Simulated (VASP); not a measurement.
Set up this calculation in VASP 6.6.1, as the native input.

| Item | Value |
| --- | --- |
| Task | single point |
| Functional | PBE |
| Potentials or basis | VASP PAW PBE potentials, release 64 (O, Cu, H) |
| Cutoff | 520 eV |
| k mesh | 10 × 10 × 1 |
| Occupations | gaussian, width 0.1 eV |
| Spin | no spin polarisation |
| Dipole correction | yes |
| Further INCAR settings | ALGO = Normal; EDIFF = 1e-07; NBANDS = 44 |

The structure of Cu4HO4 lies in POSCAR:

```
Cu4HO4
1.0
    2.9487032640      0.0000000000      0.0000000000
   -0.0081921837      2.9486918841      0.0000000000
    0.0000000000      0.0000000000     28.0147087045
O Cu H
4 4 1
Direct
    0.5000000000      0.5000000000      0.3034120430
    0.5000000000      0.5000000000      0.3953505702
    0.5000000000      0.5000000000      0.4871927520
    0.5000000000      0.5000000000      0.5777660918
    0.5000000000      0.0000000000      0.3493813066
    0.0000000000      0.5000000000      0.4413198338
    0.5000000000      0.0000000000      0.5329074005
    0.0000000000      0.5000000000      0.6246777495
    0.0000000000      0.5000000000      0.6778044339
```

The input as run:

INCAR

```
PREC = Accurate ; ENCUT = 520
EDIFF = 1E-7 ; ISMEAR = 0
SIGMA = 0.1 ; LREAL = False
LASPH = True ; NELM = 60
ALGO = Normal ; ISIF = 2
LWAVE = False ; LCHARG = False
LDIPOL = True ; IDIPOL = 3
DIPOL = 0.5 0.5 0.488 ; GGA = PE
NBANDS = 44
```

KPOINTS

```
regular mesh
0
Gamma
  10 10 1
```

Potentials or basis: VASP PAW PBE potentials, release 64 (O, Cu, H).

Launch:

```sh
$ cat potpaw_PBE.64/O/POTCAR potpaw_PBE.64/Cu/POTCAR potpaw_PBE.64/H/POTCAR > POTCAR
$ mpirun -np 1 vasp_std > vasp.out
```

Results of the run:

The largest force is 2.089 eV/Å and the band gap on the k mesh is zero (an odd number of electrons rules out a gap without spin polarisation).

Caveat: an odd number of electrons without spin polarisation forces a metal; a magnetic or distorted state may lie lower.

It took 12 min on 1 thread of Intel(R) Xeon(R) 6975P-C (Granite Rapids) (shared host), peak memory 0.63 GiB.
